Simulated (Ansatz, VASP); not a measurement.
## One calculation of Ir, two programs

The input INCAR:

```
ALGO = Normal ; EDIFF = 1E-7
EDIFFG = -0.05 ; ENCUT = 500
GGA = PE ; GGA_COMPAT = F
IBRION = 2 ; ISIF = 3
ISMEAR = 0 ; LASPH = T
LCHARG = F ; LREAL = F
LWAVE = F ; NELM = 120
NELMIN = 4 ; NSW = 80
PREC = Accurate ; SIGMA = 0.1
```

File KPOINTS:

```
k-points
0
Gamma
  8 8 8
```

File POSCAR:

```
Ir
1.0
    0.0000000000      1.8986081263      1.8986081263
    1.8986081263      0.0000000000      1.8986081263
    1.8986081263      1.8986081263      0.0000000000
Ir
1
Direct
    0.0000000000      0.0000000000      0.0000000000
```

Input for Ansatz:

```yaml
crystal:
  lattice:
    - [0.0, 1.8986081263, 1.8986081263]
    - [1.8986081263, 0.0, 1.8986081263]
    - [1.8986081263, 1.8986081263, 0.0]
  atoms:
    - { symbol: Ir, position: [0.0, 0.0, 0.0] }
basis:
  ecutwfc: 420
kpoints:
  mp_grid: { grid: [8, 8, 8] }
hamiltonian:
  xc: pbe
scf:
  occupations: { method: gaussian, width: 0.1 }
output:
  forces: true
  stress: true
  eigenvalues: true
relax:
  adjacent_minimum: "off"
  f_tol: 0.05
  max_steps: 60
  cell: { stress_tol: 0.5 }
```

Alike in both runs: task relaxation of cell and atoms; functional PBE; k mesh 8 × 8 × 8; occupations gaussian, width 0.1 eV; no spin polarisation.

|  | VASP | Ansatz |
| --- | --- | --- |
| version | VASP 6.6.1 | Ansatz 0.2.0 |
| potentials or method | VASP PAW PBE potentials, release 64 (Ir), cutoff 500 eV | scalar-relativistic, plane waves, PAW |
| valence electrons in the cell | 9 | 17 |

Ansatz gave:

- gap on the k mesh at the Fermi level, each at its own relaxed structure (eV): none
- relaxed volume (Å³/atom): 14.55
- relaxed cell length with the largest relative difference (Å): 2.740

Question: Which values does VASP return?

Answer: gap on the k mesh at the Fermi level, each at its own relaxed structure (eV): none; relaxed volume (Å³/atom): 14.58; relaxed cell length with the largest relative difference (Å): 2.742.

A gap of «none» marks a metal or a gap that the smearing closes. VASP's potentials hold 9 valence electrons a cell and Ansatz's 17, so a difference there can come from the potentials and not from the codes.

Spin-orbit coupling is off throughout.
